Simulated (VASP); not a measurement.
Hf:

```
Hf
1.0
    -1.80500    1.80500    1.80500
     1.80500   -1.80500    1.80500
     1.80500    1.80500   -1.80500
Hf
1
Cartesian
  0.0000 0.0000 0.0000
```

This isn't the form of Hf at room conditions, which is hcp.

| Quantity | Value |
| --- | --- |
| Program | VASP 6.6.1 |
| Task | relaxation of cell and atoms |
| Functional | r2SCAN |
| Potentials or basis | VASP PAW PBE potentials, release 64 (Hf_pv) |
| Cutoff | 600 eV |
| k mesh | 16 × 16 × 16 |
| Occupations | gaussian, width 0.1 eV |
| Spin | no spin polarisation |

At the start: pressure -5.9 GPa; volume 23.52 Å³/atom.

**Question.** How do energy, volume and symmetry change on relaxing?

**Answer.** Over 5 steps the energy falls by 28.2 meV/atom and the volume is 22.06 Å³/atom (-6.2 %); space group Im-3m (No. 229, to 0.1 Å) before and after.

The path:
```tsv
step	energy change (eV)	largest force (eV/Å)	pressure (GPa)	volume (Å³)
1	0.0000	0.0000	-5.94	23.52
2	0.0018	0.0000	7.32	20.68
3	-0.0282	0.0000	-0.09	22.07
4	-0.0282	0.0000	0.05	22.05
5	-0.0282	0.0000	-0.02	22.06
```

Final structure:
```xyz
1
Lattice="-1.7669 1.7669 1.7669 1.7669 -1.7669 1.7669 1.7669 1.7669 -1.7669" Properties=species:S:1:pos:R:3 pbc="T T T"
Hf    0.0000    0.0000    0.0000
```

Caveat: the PAW data sets were made with another functional, which shifts forces and pressure a little.
